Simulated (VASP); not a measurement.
A run of VASP 6.6.1 is set up as follows.

File INCAR:

```
  PREC = Accurate
  ENCUT = 520
  EDIFF = 1E-6
  ISMEAR = 0
  SIGMA = 0.1
  LREAL = False
  LASPH = True
  NELM = 60
  ALGO = Normal
  ISIF = 2
  LWAVE = False
  LCHARG = False
  GGA = PE
  NBANDS = 28
```

Contents of KPOINTS:

```
regular mesh
0
Gamma
  4 4 4
```

POSCAR

```
Sr2NbH4
1.0
   -2.8792126423      2.8792126423      3.7571242840
    2.8792126423     -2.8792126423      3.7571242840
    2.8792126423      2.8792126423     -3.7571242840
Sr Nb H
2 1 4
Direct
    0.7500000000      0.2500000000      0.5000000000
    0.2500000000      0.7500000000      0.5000000000
    0.0000000000      0.0000000000      0.0000000000
    0.2382341892      0.2382341892      0.4764683783
    0.2382341892      0.7617658108      0.0000000000
    0.7617658108      0.7617658108      0.5235316217
    0.7617658108      0.2382341892      0.0000000000
```

Potentials or basis: VASP PAW PBE potentials, release 64 (Sr_sv, Nb_sv, H).

Launch:

```console
$ cat potpaw_PBE.64/Sr_sv/POTCAR potpaw_PBE.64/Nb_sv/POTCAR potpaw_PBE.64/H/POTCAR > POTCAR
$ mpirun -np 1 vasp_std > vasp.out
```

**Question.** Estimate the largest force.

**Answer.** 0.004 eV/Å.

**Question.** Estimate the pressure.

**Answer.** -0.1 GPa.

Forces in eV/Å, atoms in the order of the input:
```
Sr   0.000  0.000  0.000
Sr   0.000  0.000  0.000
Nb   0.000  0.000  0.000
H   -0.003 -0.003  0.000
H    0.003 -0.003  0.000
H    0.003  0.003  0.000
H   -0.003  0.003  0.000
```

Caveat: the k points lie up to 0.39 Å⁻¹ apart.
